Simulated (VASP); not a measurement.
# K (R-3m) in VASP: a series of runs

The runs below take K through single point, with PBE.

Program: VASP 6.6.1. These are calculated values, not measurements. Logs are shortened: lines on timing, memory, paths and dates and some standing lists are left out, and cuts for length are marked.

## 1. The cell of the first run

Symmetry: R-3m, No. 166, trigonal system. Conventional cell: a = 4.719 Å, b = 4.719 Å, c = 34.444 Å, α = 90.00°, β = 90.00°, γ = 120.00°.

## 2. Single point, PBE

INCAR reads:

```
ALGO     = Fast           # electronic algorithm
EDIFF    = 1E-6           # SCF threshold, eV
ENCUT    = 520            # plane-wave cutoff, eV
GGA      = PE             # functional
ISIF     = 2              # what is computed and relaxed
ISMEAR   = 0              # smearing method
LASPH    = T              # aspherical terms in the spheres
LCHARG   = F              # write CHGCAR
LREAL    = F              # projectors in reciprocal space
LWAVE    = F              # write WAVECAR
NBANDS   = 50             # bands
NELM     = 60             # most SCF steps
PREC     = Accurate       # precision mode
SIGMA    = 0.1            # smearing width, eV
```

KPOINTS reads:

```
k-points
0
Gamma
  9 9 1
```

POSCAR reads:

```
K
1.0
    4.7194341523      0.0000000000      0.0000000000
   -2.3597170761      4.0871498673      0.0000000000
    0.0000000000      0.0000000000     34.4436135981
K
9
Direct
    0.0000000000      0.0000000000      0.0000000000
    0.0000000000      0.0000000000      0.7777896043
    0.3333333333      0.6666666667      0.8888770624
    0.6666666667      0.3333333333      0.3333333333
    0.6666666667      0.3333333333      0.1111229376
    0.0000000000      0.0000000000      0.2222103957
    0.3333333333      0.6666666667      0.6666666667
    0.3333333333      0.6666666667      0.4444562709
    0.6666666667      0.3333333333      0.5555437291
```

Potentials or basis: VASP PAW PBE potentials, release 64 (K_sv).

On the command line:

```
$ cat potpaw_PBE.64/K_sv/POTCAR > POTCAR
$ mpirun -np 1 vasp_std > vasp.out
```

OUTCAR:

```text
EDIFF = 1E-6
   ENCUT = 520
   GGA = PE
   ISIF = 2
   ISMEAR = 0
   LASPH = T
   LREAL = F
   NELM = 60
   PREC = Accurate

 ion  position               nearest neighbor table
   1  0.000  0.000  0.000-
   2  0.000  0.000  0.778-
   3  0.333  0.667  0.889-
   4  0.667  0.333  0.333-
   5  0.667  0.333  0.111-
   6  0.000  0.000  0.222-
   7  0.333  0.667  0.667-
   8  0.333  0.667  0.444-
   9  0.667  0.333  0.556-

  LATTYP: Found a hexagonal cell.
 ALAT       =     4.7194341523
 C/A-ratio  =     7.2982506984

  Lattice vectors:

 A1 = (   4.7194341523,   0.0000000000,   0.0000000000)
 A2 = (  -2.3597170761,   4.0871498673,   0.0000000000)
 A3 = (   0.0000000000,   0.0000000000,  34.4436135981)

Analysis of symmetry for initial positions (statically):
=====================================================================
 Subroutine PRICEL returns following result:

  LATTYP: Found a trigonal (rhomboedric) cell.
 ALAT       =    11.8001021351
 COS(alpha) =     0.9200205647

  Lattice vectors:

 A1 = (   2.3597170759,  -1.3623832890, -11.4812045316)
 A2 = (  -2.3597170757,  -1.3623832894, -11.4812045350)
 A3 = (  -0.0000000002,   2.7247665783, -11.4812045316)

   3 primitive cells build up your supercell.

 Routine SETGRP: Setting up the symmetry group for a
 hexagonal supercell.

 Subroutine GETGRP returns: Found 12 space group operations
 (whereof 12 operations were pure point group operations)
 out of a pool of 24 trial point group operations.

The static configuration has the point symmetry D_3d.

Analysis of symmetry for dynamics (positions and initial velocities):
=====================================================================
 Subroutine PRICEL returns following result:

  LATTYP: Found a trigonal (rhomboedric) cell.
 ALAT       =    11.8001021351
 COS(alpha) =     0.9200205647

  Lattice vectors:

 A1 = (   2.3597170759,  -1.3623832890, -11.4812045316)
 A2 = (  -2.3597170757,  -1.3623832894, -11.4812045350)
 A3 = (  -0.0000000002,   2.7247665783, -11.4812045316)

   3 primitive cells build up your supercell.

 Routine SETGRP: Setting up the symmetry group for a
[... 95 lines left out ...]
   EDIFF  = 0.1E-05   stopping-criterion for ELM
   LREAL  =      F    real-space projection
   EDIFFG = 0.1E-04   stopping-criterion for IOM
   NSW    =      0    number of steps for IOM
   IBRION =     -1    ionic relax: 0-MD 1-quasi-New 2-CG
   NFREE  =      0    steps in history (QN), initial steepest desc. (CG)
   ISIF   =      2    stress and relaxation
   ISYM   =      2    0-nonsym 1-usesym 2-fastsym
   POTIM  = 0.5000    time-step for ionic-motion
   TEBEG  =    0.0;   TEEND  =   0.0 temperature during run
   PSTRESS=    0.0 pullay stress
   NELECT =      81.0000    total number of electrons
   NUPDOWN=      -1.0000    fix difference up-down
   EMIN   =  10.00;   EMAX   =-10.00  energy-range for DOS
   EFERMI =   0.00;   METHOD = LEGACY
   ISMEAR =     0;   SIGMA  =   0.10  broadening in eV -4-tet -1-fermi 0-gaus
   EFERMI_NEDOS =   21; number of points for ismear=-14 and -15
   IALGO  =     68    algorithm
   IMIX   =      4    mixing-type and parameters
     AMIX     =   0.40;   BMIX     =  1.00
     AMIX_MAG =   1.60;   BMIX_MAG =  1.00
  volume/ion in A,a.u.               =      73.82       498.16
  Fermi-wavevector in a.u.,A,eV,Ry     =   0.811765  1.534013  8.965719  0.658962
  Thomas-Fermi vector in A             =   1.921184
   LORBIT       =      0    0 simple, 1 ext, 2 COOP (PROOUT), +10 PAW based schemes
   GGA     = PE    functional components
   LHFCALC =     F    Hartree Fock is set to
   AEXX    =    0.0000 exact exchange contribution
   IVDW    =     0    specifies the selected vdW correction
   LEPSILON=     F    determine dielectric tensor
   LRPA    =     F    only Hartree local field effects (RPA)
 non-spin polarized calculation
 RMM-DIIS sequential band-by-band and
 Gauss-broadening in eV      SIGMA  =   0.10
  energy-cutoff  :      520.00
  volume of cell :      664.38
 maximum number of plane-waves:     17931
 NGX is ok and might be reduce to    36
   NGX = 17   NGY = 17   NGZ =129

 number of electron      81.0000003 magnetization

 Free energy of the ion-electron system (eV)
  ---------------------------------------------------
  ext. energy  EPLUGINS =         0.00000000
  ---------------------------------------------------
  free energy    TOTEN  =        -9.44296232 eV

  energy without entropy =       -9.41361003  energy(sigma->0) =       -9.42828617

 E-fermi :  -0.1107     XC(G=0):  -5.6417

 val. band max:       -0.1713840695   @ k =   0.0000   0.0000   0.0000
 cond. band min:      -0.0756679997   @ k =   0.3333   0.2222   0.0000
 fundamental gap:      0.0957160698
 Fermi energy:        -0.1106554187

 k-point     1 :       0.0000    0.0000    0.0000
  band No.  band energies     occupation
      1     -32.2574      2.00000
      2     -32.2569      2.00000
      3     -32.2569      2.00000
      4     -32.2558      2.00000
      5     -32.2558      2.00000
      6     -32.2546      2.00000
[... 625 lines left out ...]
     49       1.1678      0.00000
     50       1.1726      0.00000

------------------------ aborting loop because EDIFF is reached ----------------------------------------

  FORCE on cell =-STRESS in cart. coord.  units (eV):
  Direction    XX          YY          ZZ          XY          YZ          ZX
  --------------------------------------------------------------------------------------
  -------------------------------------------------------------------------------------
  Total       -0.0869329     -0.0869329      0.1579606     -0.0000000      0.0000000      0.0000000
  in kB       -0.2096407     -0.2096407      0.3809257     -0.0000000      0.0000000      0.0000000
  external PRESSURE =      -0.0127853 kB  Pullay stress =       0.0000000 kB

 VOLUME and BASIS-vectors are now :
 -----------------------------------------------------------------------------
  energy-cutoff  :      520.00
  volume of cell :      664.38
      direct lattice vectors                 reciprocal lattice vectors
     4.719434152  0.000000000  0.000000000     0.211889809  0.122334638  0.000000000
    -2.359717076  4.087149867  0.000000000     0.000000000  0.244669276  0.000000000
     0.000000000  0.000000000 34.443613598     0.000000000  0.000000000  0.029032958

 POSITION                                       TOTAL-FORCE (eV/Angst)
 -----------------------------------------------------------------------------------
      0.00000      0.00000      0.00000         0.000000      0.000000     -0.000000
      0.00000      0.00000     26.78988         0.000000      0.000000     -0.000204
     -0.00000      2.72477     30.61614        -0.000000     -0.000000      0.000204
      2.35972      1.36238     11.48120         0.000000     -0.000000     -0.000000
      2.35972      1.36238      3.82748         0.000000      0.000000     -0.000204
      0.00000      0.00000      7.65373        -0.000000     -0.000000      0.000204
     -0.00000      2.72477     22.96241         0.000000      0.000000     -0.000000
     -0.00000      2.72477     15.30868         0.000000      0.000000     -0.000204
      2.35972      1.36238     19.13493        -0.000000     -0.000000      0.000204
 -----------------------------------------------------------------------------------
    total drift:                                0.000000      0.000000      0.000000

  FREE ENERGIE OF THE ION-ELECTRON SYSTEM (eV)
  ---------------------------------------------------
  free  energy   TOTEN  =        -9.4429623155 eV

  energy  without entropy=       -9.4136100308  energy(sigma->0) =       -9.42828617
```

It took 11 min on 1 thread of Intel Xeon Platinum 8259CL at 2.50GHz (Skylake/Cascade Lake), shared host; peak memory 0.82 GiB.

What came out:

```yaml
Free_energy: -9.4430 eV
Pressure: 0.0 GPa
Band_gap_on_the_k_mesh: zero (an odd number of electrons rules out a gap without spin polarisation)
```

## 3. Single point, PBE

This run uses another cell than the first one: it holds 3 atoms, not 9.

INCAR reads:

```
PREC = Accurate ; ENCUT = 520
EDIFF = 1E-6 ; ISMEAR = 0
SIGMA = 0.1 ; LREAL = F
LASPH = T ; NELM = 100
ALGO = Normal ; ISIF = 2
LWAVE = F ; LCHARG = F
GGA = PE ; NBANDS = 20
```

KPOINTS reads:

```
Automatic mesh
0
Gamma
  12 12 12
```

POSCAR reads:

```
K
1.0
    2.3597170204      1.3623832569     11.4812042088
   -2.3597170204      1.3623832569     11.4812042088
    0.0000000000     -2.7247665139     11.4812042088
K
3
Direct
    0.0000000000      0.0000000000      0.0000000000
    0.7777896074      0.7777896074      0.7777896074
    0.2222103926      0.2222103926      0.2222103926
```

Potentials or basis: VASP PAW PBE potentials, release 64 (K_sv).

On the command line:

```
$ cat potpaw_PBE.64/K_sv/POTCAR > POTCAR
$ mpirun -np 1 vasp_std > vasp.out
```

Run time: 58 min. Hardware: 1 thread of AMD EPYC 9R45 (Zen 5), shared host; peak memory 1.6 GiB.

Results (log left out):

```yaml
Free_energy: -3.1505 eV
Pressure: 0.0 GPa
Band_gap_on_the_k_mesh: zero (an odd number of electrons rules out a gap without spin polarisation)
```

Levels at points of the mesh, in eV from the Fermi level:
| k point | band 11 | band 12 | band 13 | band 14 | band 15 | band 16 | band 17 | band 18 |
| --- | --- | --- | --- | --- | --- | --- | --- | --- |
| (0.00, 0.00, 0.00) | -15.58 | -15.58 | -2.15 | -0.91 | -0.91 | 2.01 | 2.01 | 4.04 |
| (0.50, 0.00, 0.00) | -15.59 | -15.59 | 0.15 | 0.26 | 0.72 | 0.98 | 1.35 | 1.54 |
| (0.50, 0.50, 0.00) | -15.59 | -15.59 | 0.25 | 0.32 | 0.52 | 0.72 | 1.53 | 2.00 |
| (0.50, 0.50, 0.50) | -15.58 | -15.58 | -1.83 | -1.83 | 0.34 | 0.57 | 3.46 | 3.47 |
